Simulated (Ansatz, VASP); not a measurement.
# Ta3AsAu2O13 in VASP and in Ansatz

INCAR

```
SYSTEM = Ta3AsAu2O13
PREC = Accurate
ENCUT = 520
EDIFF = 1E-6
ISMEAR = -1
SIGMA = 0.05
LREAL = Auto
LASPH = .TRUE.
NELM = 60
ALGO = Normal
ISIF = 2
LWAVE = .FALSE.
LCHARG = .FALSE.
GGA = RE
NBANDS = 84
```

KPOINTS

```
Automatic mesh
0
G
  4 4 2
  0 0 0
```

Contents of POSCAR:

```
Ta3AsAu2O13
1.0
    5.4520400000      0.0000000000      0.0000000000
   -2.7260200000      4.7216100000      0.0000000000
    0.0000000000      0.0000000000      9.5790200000
Ta As Au O
3 1 2 13
Direct
    0.0000000000      0.0000000000      0.1940800000
    0.0000000000      0.0000000000      0.8059200000
    0.6666700000      0.3333300000      0.0000000000
    0.0000000000      0.0000000000      0.5000000000
    0.3333300000      0.6666700000      0.2742800000
    0.3333300000      0.6666700000      0.7257200000
    0.0000000000      0.0000000000      0.0000000000
    0.2394700000      0.9712900000      0.3640200000
    0.0287100000      0.2681800000      0.3640200000
    0.7318200000      0.7605300000      0.3640200000
    0.2394700000      0.9712900000      0.6359800000
    0.0287100000      0.2681800000      0.6359800000
    0.7318200000      0.7605300000      0.6359800000
    0.3845200000      0.3342500000      0.8584400000
    0.6657500000      0.0502600000      0.8584400000
    0.9497400000      0.6154800000      0.8584400000
    0.3845200000      0.3342500000      0.1415600000
    0.6657500000      0.0502600000      0.1415600000
    0.9497400000      0.6154800000      0.1415600000
```

input.yaml

```yaml
crystal:
  lattice:
    - [5.45204, 0.0, 0.0]
    - [-2.72602, 4.72161, 0.0]
    - [0.0, 0.0, 9.57902]
  atoms:
    - { symbol: Ta, position: [0.0, 0.0, 0.19408] }
    - { symbol: Ta, position: [0.0, 0.0, 0.80592] }
    - { symbol: Ta, position: [0.66667, 0.33333, 0.0] }
    - { symbol: As, position: [0.0, 0.0, 0.5] }
    - { symbol: Au, position: [0.33333, 0.66667, 0.27428] }
    - { symbol: Au, position: [0.33333, 0.66667, 0.72572] }
    - { symbol: O, position: [0.0, 0.0, 0.0] }
    - { symbol: O, position: [0.23947, 0.97129, 0.36402] }
    - { symbol: O, position: [0.02871, 0.26818, 0.36402] }
    - { symbol: O, position: [0.73182, 0.76053, 0.36402] }
    - { symbol: O, position: [0.23947, 0.97129, 0.63598] }
    - { symbol: O, position: [0.02871, 0.26818, 0.63598] }
    - { symbol: O, position: [0.73182, 0.76053, 0.63598] }
    - { symbol: O, position: [0.38452, 0.33425, 0.85844] }
    - { symbol: O, position: [0.66575, 0.05026, 0.85844] }
    - { symbol: O, position: [0.94974, 0.61548, 0.85844] }
    - { symbol: O, position: [0.38452, 0.33425, 0.14156] }
    - { symbol: O, position: [0.66575, 0.05026, 0.14156] }
    - { symbol: O, position: [0.94974, 0.61548, 0.14156] }
kpoints:
  mp_grid: { grid: [4, 4, 2] }
  band_path:
    path:
      - [0.0, 0.0, 0.0]
      - [0.5, 0.0, 0.0]
      - [0.3333333333, 0.3333333333, 0.0]
      - [0.0, 0.0, 0.0]
      - [0.0, 0.0, 0.5]
      - [0.5, 0.0, 0.5]
      - [0.3333333333, 0.3333333333, 0.5]
      - [0.0, 0.0, 0.5]
    npoints: 12
scf:
  occupations: { method: fermi_dirac, width: 0.05 }
hamiltonian:
  xc: revpbe
  pseudopotentials: { kind: all_electron, lapw: { basis_error: 0.003 } }
output:
  forces: true
  stress: true
  eigenvalues: true
```

Alike in both runs: functional revPBE; k mesh 4 × 4 × 2; occupations fermi-dirac, width 0.05 eV; no spin polarisation.

|  | VASP | Ansatz |
| --- | --- | --- |
| version | VASP 6.6.1 | Ansatz 0.2.0 |
| potentials or method | VASP PAW PBE potentials, release 64 (Ta_pv, As, Au, O), cutoff 520 eV | all-electron LAPW, scalar-relativistic |
| task | single point | band structure |

|  | VASP | Ansatz | Ansatz less VASP |
| --- | --- | --- | --- |
| gap on the k mesh at the Fermi level (eV) | none | none | - |
| pressure (GPa) | 3.3 | 2.8 | -0.46 |
| traceless stress, the component that is largest in VASP (GPa) | 0.38 | 0.06 | -0.315 |
| rms of the force components (eV/Å) | 0.114 | 0.092 | -0.0218 |

VASP's potentials were made for PBE, not for revPBE. Atom by atom the forces differ by 0.030 eV/Å (rms over components). A gap of «none» marks a metal or a gap that the smearing closes. Ansatz ran all-electron here, and VASP with PAW potentials.

Neither program's run includes spin-orbit coupling. Noted on Ansatz's run: the k mesh is thin for a metal, which can move the energy by tens of meV per atom.
